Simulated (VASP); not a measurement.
Wanted: the native input for a VASP 6.6.1 run.

| Quantity | Value |
| --- | --- |
| Task | single point |
| Functional | PBE |
| Potentials or basis | VASP PAW PBE potentials, release 64 (Sm_3, Pb_d), 4f in core |
| Cutoff | 500 eV |
| k mesh | 12 × 12 × 12 |
| Occupations | gaussian, width 0.1 eV |
| Spin | no spin polarisation |
| Dipole correction | no |
| Mended | yes |
| Further INCAR settings | ALGO = Normal; EDIFF = 1e-06; NBANDS = 26 |

The structure of SmPb2 lies in POSCAR:

```
SmPb2
1.0
    5.5111744614      0.0000000000      0.0000000000
   -2.7555872307      4.7728170883      0.0000000000
    0.0000000000      0.0000000000      3.5190185190
Sm Pb
1 2
Direct
    0.0000000000      0.0000000000      0.0000000000
    0.6666666667      0.3333333333      0.5000000000
    0.3333333333      0.6666666667      0.5000000000
```

The cell was built from a structure type or drawn by symmetry, and may not be a known phase.

One way to write it, as run:

INCAR

```
PREC     = Accurate       # precision mode
ENCUT    = 500            # plane-wave cutoff, eV
EDIFF    = 1E-6           # SCF threshold, eV
ISMEAR   = 0              # smearing method
SIGMA    = 0.1            # smearing width, eV
LREAL    = False          # projectors in reciprocal space
LASPH    = True           # aspherical terms in the spheres
NELM     = 200            # most SCF steps
ALGO     = Normal         # electronic algorithm
ISIF     = 2              # what is computed and relaxed
LWAVE    = False          # write WAVECAR
LCHARG   = False          # write CHGCAR
GGA      = PE             # functional
NBANDS   = 26             # bands
GGA_COMPAT= False        
LMAXMIX  = 6              # l up to which the mixer works
```

KPOINTS

```
regular mesh
0
Gamma
  12 12 12
```

Potentials or basis: VASP PAW PBE potentials, release 64 (Sm_3, Pb_d), 4f in core.

The run is started by

```sh
$ cat potpaw_PBE.64/Sm_3/POTCAR potpaw_PBE.64/Pb_d/POTCAR > POTCAR
$ mpirun -np 1 vasp_std > vasp.out
```

It gave:

- Pressure: 0.1 GPa
- Band gap on the k mesh: zero (an odd number of electrons rules out a gap without spin polarisation)

Caveat: spin-orbit coupling is left out, which moves the levels of the heavy elements; the 4f electrons are frozen in the core, so they carry no moment and show no levels.

Run time: 92 s on 1 thread of Intel(R) Xeon(R) 6975P-C (Granite Rapids), with other jobs on the host, peak memory 0.4 GiB.
